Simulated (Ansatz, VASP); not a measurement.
**Co2Sn: VASP beside Ansatz**

```xyz
3
Lattice="3.3412 0.0000 0.0000 -1.6706 2.8936 0.0000 0.0000 0.0000 5.0413" Properties=species:S:1:pos:R:3 pbc="T T T"
Co    1.6706    0.9645    3.8087
Co    1.6706    0.9645    1.2326
Sn    0.0000    0.0000    0.0000
```

Alike in both runs: task relaxation of cell and atoms; functional PBE; k mesh 6 × 6 × 4; occupations gaussian, width 0.1 eV; collinear spin.

|  | VASP | Ansatz |
| --- | --- | --- |
| version | VASP 6.6.1 | Ansatz 0.2.0 |
| potentials or method | VASP PAW PBE potentials, release 64 (Co, Sn_d), cutoff 600 eV | scalar-relativistic, plane waves, PAW |
| valence electrons in the cell | 32 | 48 |

|  | VASP | Ansatz | Ansatz less VASP |
| --- | --- | --- | --- |
| gap on the k mesh at the Fermi level, each at its own relaxed structure (eV) | none | none | - |
| net moment per atom (μB) | 0.91 | 0.90 | -0.002 |
| size of the moment on the site where the two differ most (μB) | 0.06 | 0.04 | -0.026 |
| relaxed volume (Å³/atom) | 15.96 | 16.00 | +0.040 |
| relaxed cell length with the largest relative difference (Å) | 2.967 | 2.972 | +0.0054 |

Site moments also hang on the region over which each program counts them. A gap of «none» marks a metal or a gap that the smearing closes. VASP's potentials hold 32 valence electrons a cell and Ansatz's 48, so a difference there can come from the potentials and not from the codes.

The k mesh is coarse, so the values compare programs but aren't converged.
